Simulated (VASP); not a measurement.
Write the native input for VASP 6.6.1 that does the following.

- Task: single point
- Functional: PBE
- Potentials or basis: VASP PAW PBE potentials, release 64 (Hg, Te)
- Cutoff: 520 eV
- k mesh: 12 × 12 × 12
- Occupations: fermi-dirac, width 0.1 eV
- Spin: no spin polarisation
- Dipole correction: no
- Further INCAR settings: ALGO = Normal; EDIFF = 1e-06; NBANDS = 16

The structure of HgTe (rocksalt type) lies in POSCAR:

```
HgTe
1.0
    0.0000000000      2.5171448744      2.5171448744
    2.5171448744      0.0000000000      2.5171448744
    2.5171448744      2.5171448744      0.0000000000
Hg Te
1 1
Direct
    0.0000000000      0.0000000000      0.0000000000
    0.5000000000      0.5000000000      0.5000000000
```

The input as run:

INCAR

```
SYSTEM = HgTe
PREC = Accurate
ENCUT = 520
EDIFF = 1E-6
ISMEAR = -1
SIGMA = 0.1
LREAL = .False.
LASPH = .True.
NELM = 100
ALGO = Normal
ISIF = 2
LWAVE = .False.
LCHARG = .True.
GGA = PE
LELF = .True.
LVHAR = .True.
NBANDS = 16
```

KPOINTS

```
Automatic mesh
0
Gamma
  12 12 12
  0 0 0
```

Potentials or basis: VASP PAW PBE potentials, release 64 (Hg, Te).

Run with:

```console
$ cat potpaw_PBE.64/Hg/POTCAR potpaw_PBE.64/Te/POTCAR > POTCAR
$ mpirun -np 1 vasp_std > vasp.out
```

It gave:

```json
{
 "Pressure": "136.4 GPa",
 "Band gap on the k mesh": "zero (bands 9 and 10 overlap by 4.21 eV)"
}
```

Caveat: the cell stands under pressure; spin-orbit coupling is left out, which moves the levels of the heavy elements.

It took 58 s on 1 thread of Intel Xeon 8259CL, on a shared host, peak memory 0.18 GiB.
